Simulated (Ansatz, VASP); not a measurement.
## Two plane-wave programs on CsBr

```
Cs Br
1.0
     4.28600    0.00000    0.00000
     0.00000    4.28600    0.00000
     0.00000    0.00000    4.28600
Cs Br
1 1
Direct
  0.00000 0.00000 0.00000
  0.50000 0.50000 0.50000
```

Alike in both runs: task single point; functional r2SCAN; k mesh 8 × 8 × 8; occupations gaussian, width 0.05 eV; no spin polarisation.

|  | VASP | Ansatz |
| --- | --- | --- |
| version | VASP 6.6.1 | Ansatz 0.2.0 |
| potentials or method | VASP PAW PBE potentials, release 64 (Cs_sv, Br), cutoff 550 eV | scalar-relativistic, plane waves, PAW |
| valence electrons in the cell | 16 | 16 |

VASP gave:

```
gap on the k mesh at the Fermi level (eV) : 5.29
least direct gap on the mesh (eV)         : 5.29
pressure (GPa)                            : 0.5
```

**Question.** What did Ansatz give for the same quantities?

**Answer.** gap on the k mesh at the Fermi level (eV): 5.30; least direct gap on the mesh (eV): 5.30; pressure (GPa): 0.4.

VASP's potentials were made for PBE, not for r2SCAN.

Neither program's run includes spin-orbit coupling.
